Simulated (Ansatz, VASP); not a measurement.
## BP in VASP and in Ansatz

Contents of INCAR:

```
PREC     = Accurate       # precision mode
ENCUT    = 520            # plane-wave cutoff, eV
EDIFF    = 1E-7           # SCF threshold, eV
ISMEAR   = 0              # smearing method
SIGMA    = 0.05           # smearing width, eV
LREAL    = F              # projectors in reciprocal space
LASPH    = T              # aspherical terms in the spheres
NELM     = 100            # most SCF steps
ALGO     = Normal         # electronic algorithm
ISIF     = 2              # what is computed and relaxed
LWAVE    = F              # write WAVECAR
LCHARG   = T              # write CHGCAR
GGA      = PE             # functional
LELF     = T              # ELF
LVHAR    = T            
NBANDS   = 11             # bands
```

File KPOINTS:

```
Automatic mesh
0
Gamma
  10 10 10
```

The input POSCAR:

```
BP
1.0
    0.0000000000      2.0874800000      2.0874800000
    2.0874800000      0.0000000000      2.0874800000
    2.0874800000      2.0874800000      0.0000000000
B P
1 1
Direct
    0.0000000000      0.0000000000      0.0000000000
    0.7500000000      0.7500000000      0.7500000000
```

Input for Ansatz:

```yaml
crystal:
  lattice:
    - [0.0, 2.08748, 2.08748]
    - [2.08748, 0.0, 2.08748]
    - [2.08748, 2.08748, 0.0]
  atoms:
    - { symbol: B, position: [0.0, 0.0, 0.0] }
    - { symbol: P, position: [0.75, 0.75, 0.75] }
basis:
  ecutwfc: 420
kpoints:
  mp_grid: { grid: [10, 10, 10] }
hamiltonian:
  xc: pbe
scf:
  occupations: { method: gaussian, width: 0.05 }
output:
  forces: true
  stress: true
  eigenvalues: true
```

Change from the starting cell: strain -0.080 along x and y, -0.080 along z, atoms carried along.

Alike in both runs: task single point; functional PBE; k mesh 10 × 10 × 10; occupations gaussian, width 0.05 eV; no spin polarisation.

|  | VASP | Ansatz |
| --- | --- | --- |
| version | VASP 6.6.1 | Ansatz 0.2.0 |
| potentials or method | VASP PAW PBE potentials, release 64 (B, P), cutoff 520 eV | scalar-relativistic, plane waves, PAW |
| valence electrons in the cell | 8 | 8 |

VASP gave:

| Item | Value |
| --- | --- |
| gap on the k mesh at the Fermi level (eV) | 0.78 |
| least direct gap on the mesh (eV) | 3.94 |
| pressure (GPa) | 66.5 |

Q: What did Ansatz give for the same quantities?

A: gap on the k mesh at the Fermi level (eV): 0.79; least direct gap on the mesh (eV): 3.95; pressure (GPa): 67.1.

Both programs put the cell under a high pressure, so it lies far from rest at this level.

Noted on VASP's run: the cell as given lies far from equilibrium.
